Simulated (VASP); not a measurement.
Here is a VASP 6.6.1 calculation.

The input INCAR:

```
PREC     = Accurate       # precision mode
ENCUT    = 500            # plane-wave cutoff, eV
EDIFF    = 1E-7           # SCF threshold, eV
ISMEAR   = 0              # smearing method
SIGMA    = 0.1            # smearing width, eV
LREAL    = F              # projectors in reciprocal space
LASPH    = T              # aspherical terms in the spheres
NELM     = 200            # most SCF steps
ALGO     = Normal         # electronic algorithm
ISIF     = 3              # what is computed and relaxed
LWAVE    = F              # write WAVECAR
LCHARG   = F              # write CHGCAR
ISPIN    = 2              # spin polarisation
MAGMOM   = 0.36 0.36 0.36 # initial moments
LORBIT   = 11             # projections on sites
LMAXMIX  = 4              # l up to which the mixer works
GGA      = PE             # functional
IBRION   = 2              # ionic algorithm
NSW      = 100            # ionic steps
EDIFFG   = -0.01          # ionic threshold
GGA_COMPAT= F            
NELMIN   = 4
```

Contents of KPOINTS:

```
regular mesh
0
Gamma
  12 12 12
```

File POSCAR:

```
Rh
1.0
    3.6888579851      0.0000000000      0.0000000000
    0.0000000000      3.6888579851      0.0000000000
    0.0000000000      0.0000000000      3.6888579851
Rh
3
Direct
    0.5000000000      0.0000000000      0.0000000000
    0.0000000000      0.5000000000      0.0000000000
    0.0000000000      0.0000000000      0.5000000000
```

Potentials or basis: VASP PAW PBE potentials, release 64 (Rh_pv).

Launch:

```console
$ cat potpaw_PBE.64/Rh_pv/POTCAR > POTCAR
$ mpirun -np 1 vasp_std > vasp.out
```

Task: Estimate the site moments.

Result: Rh +0.14 μB.

Task: What does it give for the net moment?

Result: 0.43 μB per cell.

Final structure:
```cif
data_structure
_symmetry_space_group_name_H-M 'P 1'
_symmetry_Int_Tables_number 1
_cell_length_a 3.6889
_cell_length_b 3.6889
_cell_length_c 3.6889
_cell_angle_alpha 90.000
_cell_angle_beta 90.000
_cell_angle_gamma 90.000
_cell_volume 50.20
loop_
_atom_site_label
_atom_site_type_symbol
_atom_site_fract_x
_atom_site_fract_y
_atom_site_fract_z
_atom_site_occupancy
Rh1 Rh 0.50000 0.00000 0.00000 1
Rh2 Rh 0.00000 0.50000 0.00000 1
Rh3 Rh 0.00000 0.00000 0.50000 1
```

Caveat: the relaxation stopped at its first step, so nothing moved; a moment this small can come from the mesh or the smearing.
